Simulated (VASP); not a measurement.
Write the native input for VASP 6.6.1 that does the following.

- Task: single point
- Functional: PBE
- Potentials or basis: VASP PAW PBE potentials, release 64 (C, O)
- Cutoff: 520 eV
- k mesh: 6 × 6 × 6
- Occupations: gaussian, width 0.1 eV
- Spin: no spin polarisation
- Dipole correction: no
- Further INCAR settings: ALGO = Normal; EDIFF = 1e-06; NBANDS = 15

The structure of CO2 lies in POSCAR:

```
CO2
1.0
    0.0000000000      2.6168590655      2.6168590655
    2.6168590655      0.0000000000      2.6168590655
    2.6168590655      2.6168590655      0.0000000000
C O
1 2
Direct
    0.0000000000      0.0000000000      0.0000000000
    0.2500000000      0.2500000000      0.2500000000
    0.7500000000      0.7500000000      0.7500000000
```

The input as run:

INCAR

```
SYSTEM = CO2
ALGO     = Normal         ! electronic algorithm
EDIFF    = 1E-6           ! SCF threshold, eV
ENCUT    = 520            ! plane-wave cutoff, eV
GGA      = PE             ! functional
ISIF     = 2              ! what is computed and relaxed
ISMEAR   = 0              ! smearing method
LASPH    = .True.         ! aspherical terms in the spheres
LCHARG   = .False.        ! write CHGCAR
LREAL    = .False.        ! projectors in reciprocal space
LWAVE    = .False.        ! write WAVECAR
NBANDS   = 15             ! bands
NELM     = 80             ! most SCF steps
PREC     = Accurate       ! precision mode
SIGMA    = 0.1            ! smearing width, eV
```

KPOINTS

```
k-points
0
Gamma
  6 6 6
  0 0 0
```

Potentials or basis: VASP PAW PBE potentials, release 64 (C, O).

Launch:

```sh
$ cat potpaw_PBE.64/C/POTCAR potpaw_PBE.64/O/POTCAR > POTCAR
$ mpirun -np 1 vasp_std > vasp.out
```

It gave:

- Pressure: -25.1 GPa
- Band gap on the k mesh: zero (band 8 reaches -0.42 eV, above the bottom of band 9 at -1.74 eV)

Run time: 13 s on 1 thread of Intel(R) Xeon(R) Platinum 8375C CPU @ 2.90GHz (Ice Lake), with other jobs on the host, peak memory 0.14 GiB.
